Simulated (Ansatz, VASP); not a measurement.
Two plane-wave programs on Zr

```
CELL_PARAMETERS angstrom
4.78002 0.00000 0.00000
0.00000 4.78002 0.00000
0.00000 0.00000 4.78002
ATOMIC_POSITIONS crystal
Zr 0.03000 0.03000 0.03000
Zr 0.47000 0.97000 0.53000
Zr 0.53000 0.47000 0.97000
Zr 0.97000 0.53000 0.47000
```

Alike in both runs: task relaxation of cell and atoms; functional PBE; k mesh 4 × 4 × 4; occupations gaussian, width 0.1 eV; no spin polarisation.

|  | VASP | Ansatz |
| --- | --- | --- |
| version | VASP 6.6.1 | Ansatz 0.2.0 |
| potentials or method | VASP PAW PBE potentials, release 64 (Zr_sv), cutoff 600 eV | scalar-relativistic, plane waves, PAW |
| valence electrons in the cell | 48 | 48 |

|  | VASP | Ansatz | Ansatz less VASP |
| --- | --- | --- | --- |
| gap on the k mesh at the Fermi level, each at its own relaxed structure (eV) | none | none | - |
| relaxed volume (Å³/atom) | 23.19 | 23.17 | -0.017 |
| relaxed length of the cell vector where the two differ most in proportion (Å) | 4.527 | 4.526 | -0.0011 |

A gap of «none» marks a metal or a gap that the smearing closes.

Noted on VASP's run: the volume moved by over 15 % at a fixed basis, so the end points are rough; too few bands were computed for a metal, which touches its energy and stress.
